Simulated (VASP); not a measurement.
# SiB4 (P3m1) in VASP: notebook

SiB4 is run at these levels: PBE; tasks: single point, relaxation of cell and atoms.

Everything below comes from runs of VASP 6.6.1. Logs are shortened: lines on timing, memory, paths and dates and some standing lists are left out, and cuts for length are marked.

## Step 1: The cell of the first run

The structure is trigonal, space group P3m1 (No. 156). The conventional cell has a = 3.463 Å, b = 3.463 Å, c = 4.231 Å, α = 90.00°, β = 90.00°, γ = 120.00°. Si (site symmetry 3m) has 9 B at 2.00 to 2.72 Å within 2.8 Å. B (site symmetry m) has 3 B at 1.26 to 1.38 Å within 1.7 Å. Within 1.8 Å of B (site symmetry 3m) lie 3 B at 1.38 Å.

The cell was built from a structure type or drawn by symmetry, and may not be a known phase.

## Step 2: Single point, PBE

Input file INCAR:

```
ALGO = Normal
EDIFF = 1E-6
ENCUT = 520
GGA = PE
ISIF = 2
ISMEAR = 0
LASPH = T
LCHARG = F
LREAL = F
LWAVE = F
NBANDS = 16
NELM = 100
PREC = Accurate
SIGMA = 0.1
```

Input file KPOINTS:

```
k-points
0
Gamma
  6 6 4
```

Input file POSCAR:

```
SiB4
1.0
    3.4634297700      0.0000000000      0.0000000000
   -1.7317148800      2.9994181600      0.0000000000
    0.0000000000      0.0000000000      4.2308095500
Si B
1 4
Direct
    0.3333333300      0.6666666700      0.2824385900
    0.2125303300      0.7874696700      0.8407042400
    0.2125303300      0.4250606600      0.8407042400
    0.5749393400      0.7874696700      0.8407042400
    0.0000000000      0.0000000000      0.7176296300
```

Potentials or basis: VASP PAW PBE potentials, release 64 (Si, B).

Launch:

```bash
cat potpaw_PBE.64/Si/POTCAR potpaw_PBE.64/B/POTCAR > POTCAR
mpirun -np 1 vasp_std > vasp.out
```

OUTCAR:

```text
EDIFF = 1E-6
   ENCUT = 520
   GGA = PE
   ISIF = 2
   ISMEAR = 0
   LASPH = T
   LREAL = F
   NELM = 100
   PREC = Accurate

 ion  position               nearest neighbor table
   1  0.333  0.667  0.282-   2 2.00   3 2.00   4 2.00   2 2.47   3 2.47   4 2.47
   2  0.213  0.787  0.841-   3 1.26   4 1.26   5 1.38   1 2.00   1 2.47
   3  0.213  0.425  0.841-   2 1.26   4 1.26   5 1.38   1 2.00   1 2.47
   4  0.575  0.787  0.841-   3 1.26   2 1.26   5 1.38   1 2.00   1 2.47
   5  0.000  0.000  0.718-   3 1.38   2 1.38   4 1.38

  LATTYP: Found a hexagonal cell.
 ALAT       =     3.4634297700
 C/A-ratio  =     1.2215664330

  Lattice vectors:

 A1 = (   3.4634297700,   0.0000000000,   0.0000000000)
 A2 = (  -1.7317148800,   2.9994181600,   0.0000000000)
 A3 = (   0.0000000000,   0.0000000000,   4.2308095500)

Analysis of symmetry for initial positions (statically):
=====================================================================
 Subroutine PRICEL returns:
 Original cell was already a primitive cell.

 Routine SETGRP: Setting up the symmetry group for a
 hexagonal supercell.

 Subroutine GETGRP returns: Found  6 space group operations
 (whereof  6 operations were pure point group operations)
 out of a pool of 24 trial point group operations.

The static configuration has the point symmetry C_3v.

Analysis of symmetry for dynamics (positions and initial velocities):
=====================================================================
 Subroutine PRICEL returns:
 Original cell was already a primitive cell.

 Routine SETGRP: Setting up the symmetry group for a
 hexagonal supercell.

 Subroutine GETGRP returns: Found  6 space group operations
 (whereof  6 operations were pure point group operations)
 out of a pool of 24 trial point group operations.

The dynamic configuration has the point symmetry C_3v.

 Subroutine INISYM returns: Found  6 space group operations
 (whereof  6 operations are pure point group operations),
 and found     1 'primitive' translations

----------------------------------------------------------------------------------------

                                     Primitive cell

[... 93 lines left out ...]
   ENCUT  =  520.0 eV  38.22 Ry    6.18 a.u.   6.44  6.44  7.87*2*pi/ulx,y,z
   NELM   =    100;   NELMIN=  2; NELMDL= -5     # of ELM steps
   EDIFF  = 0.1E-05   stopping-criterion for ELM
   LREAL  =      F    real-space projection
   EDIFFG = 0.1E-04   stopping-criterion for IOM
   NSW    =      0    number of steps for IOM
   IBRION =     -1    ionic relax: 0-MD 1-quasi-New 2-CG
   NFREE  =      0    steps in history (QN), initial steepest desc. (CG)
   ISIF   =      2    stress and relaxation
   ISYM   =      2    0-nonsym 1-usesym 2-fastsym
   POTIM  = 0.5000    time-step for ionic-motion
   TEBEG  =    0.0;   TEEND  =   0.0 temperature during run
   PSTRESS=    0.0 pullay stress
   NELECT =      16.0000    total number of electrons
   NUPDOWN=      -1.0000    fix difference up-down
   EMIN   =  10.00;   EMAX   =-10.00  energy-range for DOS
   EFERMI =   0.00;   METHOD = LEGACY
   ISMEAR =     0;   SIGMA  =   0.10  broadening in eV -4-tet -1-fermi 0-gaus
   EFERMI_NEDOS =   21; number of points for ismear=-14 and -15
   IALGO  =     38    algorithm
   IMIX   =      4    mixing-type and parameters
     AMIX     =   0.40;   BMIX     =  1.00
     AMIX_MAG =   1.60;   BMIX_MAG =  1.00
  volume/ion in A,a.u.               =       8.79        59.32
  Fermi-wavevector in a.u.,A,eV,Ry     =   1.168941  2.208978 18.591309  1.366423
  Thomas-Fermi vector in A             =   2.305421
   LORBIT       =      0    0 simple, 1 ext, 2 COOP (PROOUT), +10 PAW based schemes
   GGA     = PE    functional components
   LHFCALC =     F    Hartree Fock is set to
   AEXX    =    0.0000 exact exchange contribution
   IVDW    =     0    specifies the selected vdW correction
   LEPSILON=     F    determine dielectric tensor
   LRPA    =     F    only Hartree local field effects (RPA)
 non-spin polarized calculation
 Gauss-broadening in eV      SIGMA  =   0.10
  energy-cutoff  :      520.00
  volume of cell :       43.95
 maximum number of plane-waves:      1206
 NGX is ok and might be reduce to    28
   NGX = 13   NGY = 13   NGZ = 15

 number of electron      16.0000000 magnetization

 Free energy of the ion-electron system (eV)
  ---------------------------------------------------
  ext. energy  EPLUGINS =         0.00000000
  ---------------------------------------------------
  free energy    TOTEN  =       -15.08485051 eV

  energy without entropy =      -15.07520981  energy(sigma->0) =      -15.08003016

 E-fermi :   6.1943     XC(G=0): -10.9633

 val. band max:        6.1856341451   @ k =   0.3333   0.0000   0.2500
 cond. band min:       6.2167393892   @ k =   0.3333   0.0000   0.5000
 fundamental gap:      0.0311052441
 Fermi energy:         6.1942569587

 k-point     1 :       0.0000    0.0000    0.0000
  band No.  band energies     occupation
      1      -9.5243      2.00000
      2      -3.9483      2.00000
      3      -2.2447      2.00000
      4       0.3487      2.00000
      5       2.7567      2.00000
      6       2.7567      2.00000
[... 433 lines left out ...]
      3      -3.1016      2.00000
      4      -2.0171      2.00000
      5       1.4571      2.00000
      6       2.5821      2.00000
[... 8 lines left out ...]
     15      17.8024      0.00000
     16      17.8662      0.00000

------------------------ aborting loop because EDIFF is reached ----------------------------------------

  FORCE on cell =-STRESS in cart. coord.  units (eV):
  Direction    XX          YY          ZZ          XY          YZ          ZX
  --------------------------------------------------------------------------------------
  -------------------------------------------------------------------------------------
  Total       49.0918051     49.0918050      8.4238551      0.0000001     -0.0000000     -0.0000000
  in kB     1789.5865445   1789.5865384    307.0821622      0.0000030     -0.0000000     -0.0000000
  external PRESSURE =    1295.4184150 kB  Pullay stress =       0.0000000 kB

 VOLUME and BASIS-vectors are now :
 -----------------------------------------------------------------------------
  energy-cutoff  :      520.00
  volume of cell :       43.95
      direct lattice vectors                 reciprocal lattice vectors
     3.463429770  0.000000000  0.000000000     0.288731133  0.166698997  0.000000000
    -1.731714880  2.999418160  0.000000000     0.000000000  0.333397995  0.000000000
     0.000000000  0.000000000  4.230809550     0.000000000  0.000000000  0.236361384

 POSITION                                       TOTAL-FORCE (eV/Angst)
 -----------------------------------------------------------------------------------
     -0.00000      1.99961      1.19494        -0.000000     -0.000000      2.802476
     -0.62759      2.36195      3.55686       -17.794942     10.273914      2.798663
      0.00000      1.27493      3.55686        -0.000000    -20.547829      2.798663
      0.62759      2.36195      3.55686        17.794942     10.273914      2.798663
      0.00000      0.00000      3.03615        -0.000000     -0.000000    -11.198464
 -----------------------------------------------------------------------------------
    total drift:                                0.000002     -0.000001      0.000156

  FREE ENERGIE OF THE ION-ELECTRON SYSTEM (eV)
  ---------------------------------------------------
  free  energy   TOTEN  =       -15.0848505062 eV

  energy  without entropy=      -15.0752098103  energy(sigma->0) =      -15.08003016
```

It took 18 s on 1 thread of Intel Xeon Platinum 8259CL at 2.50GHz (Skylake/Cascade Lake), shared host; peak memory 0.16 GiB.

What came out:

```
Free energy            : -15.0849 eV
Pressure               : 129.5 GPa
Largest force          : 20.738 eV/Å
Band gap on the k mesh : zero (bands 8 and 9 overlap by 0.70 eV)
```

Forces in eV/Å, atoms in the order of the input:
```
Si    0.000   0.000   2.802
B   -17.795  10.274   2.799
B     0.000 -20.548   2.799
B    17.795  10.274   2.799
B     0.000   0.000 -11.198
```

Caveat: the k points lie up to 0.37 Å⁻¹ apart, too coarse for converged energies and pressures of a metal; forces of over 1 eV/Å act on the atoms, so gaps and moduli don't describe the material at rest.

## Step 3: Single point, PBE

This run uses another cell than the first one, of 9.45 Å³/atom.

Input file INCAR:

```
PREC = Accurate ; ENCUT = 520
EDIFF = 1E-6 ; ISMEAR = 0
SIGMA = 0.1 ; LREAL = F
LASPH = T ; NELM = 80
ALGO = Normal ; ISIF = 2
LWAVE = F ; LCHARG = F
GGA = PE ; NBANDS = 16
```

Input file KPOINTS:

```
regular mesh
0
Gamma
  6 6 4
```

Input file POSCAR:

```
SiB4
1.0
    3.4397634675     -0.0000000029      0.0000000000
   -1.7198817312      2.9789225473      0.0000000000
    0.0000000000      0.0000000000      4.6094526252
Si B
1 4
Direct
    0.3333333333      0.6666666667      0.4113375143
    0.1652224539      0.8347775461      0.8653634403
    0.1652224539      0.3304449078      0.8653634403
    0.6695550922      0.8347775461      0.8653634403
    0.0000000000      0.0000000000      0.5147531047
```

Potentials or basis: VASP PAW PBE potentials, release 64 (Si, B).

Launch:

```bash
cat potpaw_PBE.64/Si/POTCAR potpaw_PBE.64/B/POTCAR > POTCAR
mpirun -np 1 vasp_std > vasp.out
```

It took 23 s on 1 thread of Intel Xeon Platinum 8259CL at 2.50GHz (Skylake/Cascade Lake), shared host; peak memory 0.16 GiB.

Results (log left out):

```
Free energy            : -29.5114 eV
Pressure               : -0.1 GPa
Largest force          : 0.015 eV/Å
Band gap on the k mesh : zero (bands 8 and 9 overlap by 1.52 eV)
```

Forces on the atoms (eV/Å):
```
Si   0.000  0.000  0.015
B    0.002 -0.001  0.000
B    0.000  0.002  0.000
B   -0.002 -0.001  0.000
B    0.000  0.000 -0.014
```

Levels at points of the mesh, in eV from the Fermi level:
```
           k point  band 6  band 7  band 8  band 9  band 10  band 11
(0.00, 0.00, 0.00)   -2.08   -1.21   -1.21    5.29     5.29     5.31
(0.50, 0.00, 0.00)   -4.32   -4.04   -2.16    0.70     4.07     4.49
(0.00, 0.00, 0.50)   -2.00   -1.08   -1.08    1.62     3.95     3.95
(0.50, 0.00, 0.50)   -3.98   -0.77   -0.27    1.85     2.74     4.23
```

## Step 4: Relaxation of cell and atoms, PBE

Input file INCAR:

```
SYSTEM = SiB4
PREC = Accurate
ENCUT = 600
EDIFF = 1E-6
ISMEAR = 0
SIGMA = 0.1
LREAL = .FALSE.
LASPH = .TRUE.
NELM = 60
ALGO = Normal
ISIF = 3
LWAVE = .FALSE.
LCHARG = .FALSE.
GGA = PE
IBRION = 2
NSW = 90
EDIFFG = -0.04
```

Input file KPOINTS:

```
Automatic mesh
0
G
  6 6 4
  0 0 0
```

Input file POSCAR:

```
SiB4
1.0
    3.4634297700      0.0000000000      0.0000000000
   -1.7317148800      2.9994181600      0.0000000000
    0.0000000000      0.0000000000      4.2308095500
Si B
1 4
Direct
    0.3333333300      0.6666666700      0.2824385900
    0.2125303300      0.7874696700      0.8407042400
    0.2125303300      0.4250606600      0.8407042400
    0.5749393400      0.7874696700      0.8407042400
    0.0000000000      0.0000000000      0.7176296300
```

Potentials or basis: VASP PAW PBE potentials, release 64 (Si, B).

Launch:

```bash
cat potpaw_PBE.64/Si/POTCAR potpaw_PBE.64/B/POTCAR > POTCAR
mpirun -np 1 vasp_std > vasp.out
```

OUTCAR:

```text
SYSTEM = SiB4
   PREC = Accurate
   ENCUT = 600
   EDIFF = 1E-6
   ISMEAR = 0
   LREAL = .FALSE.
   LASPH = .TRUE.
   NELM = 60
   ISIF = 3
   GGA = PE
   IBRION = 2
   NSW = 90
   EDIFFG = -0.04

 ion  position               nearest neighbor table
   1  0.333  0.667  0.282-   2 2.00   3 2.00   4 2.00   2 2.47   3 2.47   4 2.47
   2  0.213  0.787  0.841-   3 1.26   4 1.26   5 1.38   1 2.00   1 2.47
   3  0.213  0.425  0.841-   2 1.26   4 1.26   5 1.38   1 2.00   1 2.47
   4  0.575  0.787  0.841-   3 1.26   2 1.26   5 1.38   1 2.00   1 2.47
   5  0.000  0.000  0.718-   3 1.38   2 1.38   4 1.38

  LATTYP: Found a hexagonal cell.
 ALAT       =     3.4634297700
 C/A-ratio  =     1.2215664330

  Lattice vectors:

 A1 = (   3.4634297700,   0.0000000000,   0.0000000000)
 A2 = (  -1.7317148800,   2.9994181600,   0.0000000000)
 A3 = (   0.0000000000,   0.0000000000,   4.2308095500)

Analysis of symmetry for initial positions (statically):
[... 1384 lines left out ...]
      3      -3.1922      2.00000
      4      -2.5880      2.00000
      5      -2.2362      2.00000
      6       0.7936      2.00000
      7       2.5231      2.00000
      8       3.2583      2.00000
      9       5.9482      0.00000
     10       7.1011      0.00000
     11       7.7549      0.00000
     12       8.7696      0.00000

[... ionic steps 4 to 27 ...]

--------------------------------------- Ionic step       28  -------------------------------------------

 number of electron      16.0000000 magnetization

------------------------ aborting loop because EDIFF is reached ----------------------------------------
[... 73 lines left out ...]
--------------------------------------- Ionic step       30  -------------------------------------------

 number of electron      16.0000000 magnetization

 Free energy of the ion-electron system (eV)
  ---------------------------------------------------
  ext. energy  EPLUGINS =         0.00000000
  ---------------------------------------------------
  free energy    TOTEN  =       -29.51277630 eV

  energy without entropy =      -29.50992642  energy(sigma->0) =      -29.51135136

 E-fermi :   6.0719     XC(G=0): -10.9801

 val. band max:        6.0275327944   @ k =   0.0000   0.3333   0.2500
 cond. band min:       6.3293769575   @ k =   0.3333   0.1667   0.0000
 fundamental gap:      0.3018441631
 Fermi energy:         6.0718724077
[... 390 lines left out ...]
  FREE ENERGIE OF THE ION-ELECTRON SYSTEM (eV)
  ---------------------------------------------------
  free  energy   TOTEN  =       -29.5127763026 eV

  energy  without entropy=      -29.5099264229  energy(sigma->0) =      -29.51135136

 reached required accuracy - stopping structural energy minimisation
```

Wall time 5.4 min (1 thread of Intel Xeon Platinum 8259CL at 2.50GHz (Skylake/Cascade Lake), shared host); peak memory 0.18 GiB.

What came out:

```
Free energy                           : -29.5128 eV
Relaxed volume                        : 9.48 Å³/atom
Relaxed cell                          : a = 3.443 Å, b = 3.443 Å, c = 4.615 Å, α = 90.00°, β = 90.00°, γ = 120.00°
Space group after relaxing (to 0.1 Å) : P3m1 (No. 156)
Pressure after relaxing               : -0.3 GPa
Largest force after relaxing          : 0.032 eV/Å
Band gap on the k mesh                : zero (bands 8 and 9 overlap by 1.52 eV)
```

Forces in eV/Å, atoms in the order of the input:
```
Si   0.000  0.000 -0.032
B   -0.013  0.007  0.009
B    0.000 -0.015  0.009
B    0.013  0.007  0.009
B    0.000  0.000  0.005
```

Stress tensor (GPa, compression positive):
```
-0.46  0.00  0.00
 0.00 -0.46  0.00
 0.00  0.00  0.00
```

Final structure:
```yaml
crystal:
  lattice:
    - [3.44309, 0.00000, 0.00000]
    - [-1.72155, 2.98181, 0.00000]
    - [0.00000, 0.00000, 4.61492]
  atoms:
    - { symbol: Si, position: [0.33333, 0.66667, 0.41333] }
    - { symbol: B, position: [0.16525, 0.83475, 0.86482] }
    - { symbol: B, position: [0.16525, 0.33051, 0.86482] }
    - { symbol: B, position: [0.66949, 0.83475, 0.86482] }
    - { symbol: B, position: [0.00000, 0.00000, 0.51439] }
```

Levels at points of the mesh, in eV from the Fermi level:
```
           k point  band 4  band 5  band 6  band 7  band 8  band 9  band 10  band 11  band 12
(0.00, 0.00, 0.00)   -6.70   -2.10   -2.10   -1.23   -1.23    5.30     5.30     5.31     6.15
(0.50, 0.00, 0.00)   -5.57   -4.42   -4.34   -4.04   -2.13    0.69     4.05     4.52     6.92
(0.00, 0.00, 0.50)   -2.55   -2.02   -2.02   -1.10   -1.10    1.64     3.96     3.96     4.84
(0.50, 0.00, 0.50)   -6.83   -4.49   -4.01   -0.76   -0.28    1.85     2.72     4.24     6.02
```

Caveat: the k points lie up to 0.35 Å⁻¹ apart in the final cell, too coarse for converged energies and pressures of a metal.

## Step 5: Summary

```csv
task,cell,cutoff (eV),gap on the mesh (eV),pressure (GPa),largest force (eV/Å)
single point,"a = 3.463, b = 3.463, c = 4.231 Å, angles 90.0, 90.0, 120.0°, 5 atoms, atomic positions A",520,none,129.5,20.74
single point,"a = 3.440, b = 3.440, c = 4.609 Å, angles 90.0, 90.0, 120.0°, 5 atoms, atomic positions B",520,none,-0.1,0.02
relaxation of cell and atoms,"relaxed from a = 3.463, b = 3.463, c = 4.231 Å, angles 90.0, 90.0, 120.0°, 5 atoms, atomic positions A",600,none,-0.3,0.03
```

Alike in all rows: level PBE; potentials or basis VASP PAW PBE potentials, release 64 (Si, B); no spin polarisation; k mesh 6 × 6 × 4; smearing gaussian 0.1 eV.

Caveats: some runs use coarse meshes; forces of over 1 eV/Å act on the atoms, so gaps and moduli don't describe the material at rest (at least some runs).

Absolute energies hang on the potentials; compare differences alone.
